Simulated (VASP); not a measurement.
Runs of VASP 6.6.1 on Hg. The structure is that of space group P6_3/mmc (No. 194), or close to it. The cells are those of the table. 

```tsv
task	cell	k mesh	cutoff (eV)	gap on the mesh (eV)	pressure (GPa)
relaxation of cell and atoms	relaxed from a = 3.337, b = 3.337, c = 10.588 Å, angles 90.0, 90.0, 120.0°, 4 atoms	15 × 15 × 4	600	none	0.0
single point	a = 3.328, b = 3.328, c = 10.486 Å, angles 90.0, 90.0, 120.0°, 4 atoms	18 × 18 × 6	520	none	0.5
single point	a = 3.071, b = 3.071, c = 9.876 Å, angles 90.0, 90.0, 120.0°, 4 atoms	18 × 18 × 4	520	none	12.7
single point	a = 2.731, b = 2.731, c = 9.135 Å, angles 90.0, 90.0, 120.0°, 4 atoms	18 × 18 × 6	520	none	94.2
single point	a = 3.434, b = 3.434, c = 10.902 Å, angles 90.0, 90.0, 120.0°, 4 atoms	12 × 12 × 4	520	none	(a)
single point	a = 3.281, b = 3.281, c = 10.358 Å, angles 90.0, 90.0, 120.0°, 4 atoms	12 × 12 × 4	520	none	1.3
single point	a = 2.828, b = 2.828, c = 9.477 Å, angles 90.0, 90.0, 120.0°, 4 atoms	18 × 18 × 6	520	none	52.4
single point	a = 3.192, b = 3.192, c = 10.187 Å, angles 90.0, 90.0, 120.0°, 4 atoms	12 × 12 × 4	520	none	(b)
```

Alike in all rows: level PBE+D3(BJ); potentials or basis VASP PAW PBE potentials, release 64 (Hg); no spin polarisation; smearing gaussian 0.1 eV.

Question: Fill in the values left out.

Answer: (a) -0.9; (b) 4.5.

Caveats: spin-orbit coupling is left out, which moves the levels of the heavy elements; the cell stands under pressure (at least some runs).

A k mesh can miss the band edges, and the runs leave out spin-orbit coupling on Hg.

A gap of «none» marks levels without a gap at the run's occupations.
